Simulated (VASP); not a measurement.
Here is a VASP 6.6.1 calculation.

INCAR

```
SYSTEM = Te2Mo
PREC = Accurate
ENCUT = 520
EDIFF = 1E-7
ISMEAR = 0
SIGMA = 0.02
LREAL = .FALSE.
LASPH = .TRUE.
NELM = 60
ALGO = Normal
ISIF = 2
LWAVE = .FALSE.
LCHARG = .FALSE.
GGA = CA
NBANDS = 20
```

KPOINTS

```
regular mesh
0
G
  12 12 2
  0 0 0
```

POSCAR

```
Te2Mo
1.0
    3.3105533605      0.0000000000      0.0000000000
   -1.6552766803      2.8670233108      0.0000000000
    0.0000000000      0.0000000000     16.7314198186
Te Mo
2 1
Direct
    0.3333333333      0.6666666667      0.8888669072
    0.3333333333      0.6666666667      0.1111330928
    0.0000000000      0.0000000000      0.0000000000
```

Potentials or basis: VASP PAW LDA potentials, release 64 (Te, Mo_sv).

Launch:

```console
$ cat potpaw_LDA.64/Te/POTCAR potpaw_LDA.64/Mo_sv/POTCAR > POTCAR
$ mpirun -np 1 vasp_std > vasp.out
```

What does it give for the band gap on the k mesh?

0.82 eV (least direct gap 1.36 eV).

Predict the largest force.

0.059 eV/Å.

Forces in eV/Å, atoms in the order of the input:
```
Te   0.000  0.000 -0.059
Te   0.000  0.000  0.059
Mo   0.000  0.000  0.000
```

Caveat: spin-orbit coupling is left out, which moves the levels of the heavy elements.
